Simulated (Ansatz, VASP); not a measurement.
# One calculation of Zn, two programs

INCAR

```
PREC = Accurate
ENCUT = 520
EDIFF = 1E-6
ISMEAR = 0
SIGMA = 0.15
LREAL = False
LASPH = True
NELM = 100
ALGO = Fast
ISIF = 2
LWAVE = False
LCHARG = False
GGA = PE
NBANDS = 19
```

KPOINTS

```
regular mesh
0
Gamma
  24 24 10
```

The input POSCAR:

```
Zn
1.0
    2.7047700240      0.0000000000      0.0000000000
   -1.3523850120      2.3423995522      0.0000000000
    0.0000000000      0.0000000000      4.7982990000
Zn
2
Direct
    0.3333333333      0.6666666667      0.2500000000
    0.6666666667      0.3333333333      0.7500000000
```

Input for Ansatz:

```yaml
crystal:
  lattice:
    - [2.704770024, 0.0, 0.0]
    - [-1.352385012, 2.3423995522, 0.0]
    - [0.0, 0.0, 4.798299]
  atoms:
    - { symbol: Zn, position: [0.3333333333, 0.6666666667, 0.25] }
    - { symbol: Zn, position: [0.6666666667, 0.3333333333, 0.75] }
basis:
  ecutwfc: 420
kpoints:
  mp_grid: { grid: [24, 24, 10] }
hamiltonian:
  xc: pbe
scf:
  occupations: { method: gaussian, width: 0.15 }
output:
  forces: true
  stress: true
  eigenvalues: true
  write_density: true
  write_potential: true
  elf: true
  volumetric_format: npy
```

Change from the starting cell: strain +0.015 along x and y, -0.030 along z, atoms carried along.

Alike in both runs: task single point; functional PBE; k mesh 24 × 24 × 10; occupations gaussian, width 0.15 eV; no spin polarisation.

```csv
,VASP,Ansatz
version,VASP 6.6.1,Ansatz 0.2.0
potentials or method,"VASP PAW PBE potentials, release 64 (Zn), cutoff 520 eV","scalar-relativistic, plane waves, PAW"
valence electrons in the cell,24,24
```

VASP gave:

* gap on the k mesh at the Fermi level (eV): none
* pressure (GPa): -0.9
* traceless stress, the component that is largest in VASP (GPa): 0.76

**Question.** What did Ansatz give for the same quantities?

**Answer.** gap on the k mesh at the Fermi level (eV): none; pressure (GPa): -0.9; traceless stress, the component that is largest in VASP (GPa): 0.88.

A gap of «none» marks a metal or a gap that the smearing closes. With one functional, cell and mesh, what is left measures potentials, basis and numerics.
